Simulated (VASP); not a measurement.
Runs of VASP 6.6.1 on Pd. The structure is that of space group Fm-3m (No. 225), or close to it. The cells are those of the table. 

| task | cell | gap on the mesh (eV) | pressure (GPa) |
| --- | --- | --- | --- |
| relaxation of cell and atoms | relaxed to 69 GPa from a = 2.566 Å, angles 60.0°, 1 atom | none | 69.0 |
| relaxation of cell and atoms | relaxed to 69 GPa from a = 2.565 Å, angles 60.0°, 1 atom | none | 69.0 |
| single point | a = 2.565 Å, angles 60.0°, 1 atom | none | (a) |
| single point | a = 2.566 Å, angles 60.0°, 1 atom | none | 68.1 |

Alike in all rows: level PBEsol; potentials or basis VASP PAW PBE potentials, release 64 (Pd); no spin polarisation; k mesh 18 × 18 × 18; cutoff (eV) 500; smearing fermi-dirac 0.08 eV.

Fill in the values left out.

(a) 68.4.

Caveats: the PAW data sets were made with another functional, which shifts forces and pressure a little; the cell is relaxed towards a set pressure, so the enthalpy falls and the energy may rise (some runs).

A k mesh can miss the band edges, and the runs leave out spin-orbit coupling on Pd.

A gap of «none» marks levels without a gap at the run's occupations.
